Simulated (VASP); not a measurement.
Here is a VASP 6.6.1 calculation.

The input INCAR:

```
PREC = Accurate
ENCUT = 520
EDIFF = 1E-6
ISMEAR = -1
SIGMA = 0.06122561905347299
LREAL = F
LASPH = T
NELM = 100
ALGO = Normal
ISIF = 2
LWAVE = F
LCHARG = T
GGA = PE
LELF = T
LVHAR = T
NBANDS = 11
```

Contents of KPOINTS:

```
regular mesh
0
Gamma
  49 49 49
```

POSCAR

```
Pd
1.0
   -1.5893667824      1.5893667824      1.5893667824
    1.5893667824     -1.5893667824      1.5893667824
    1.5893667824      1.5893667824     -1.5893667824
Pd
1
Direct
    0.0000000000      0.0000000000      0.0000000000
```

Potentials or basis: VASP PAW PBE potentials, release 64 (Pd).

Launch:

```console
$ cat potpaw_PBE.64/Pd/POTCAR > POTCAR
$ mpirun -np 1 vasp_std > vasp.out
```

Estimate the band gap on the k mesh.

zero (bands 5 and 6 overlap by 1.45 eV).

What does it give for the pressure?

-5.9 GPa.

Caveat: the cell stands under tension.
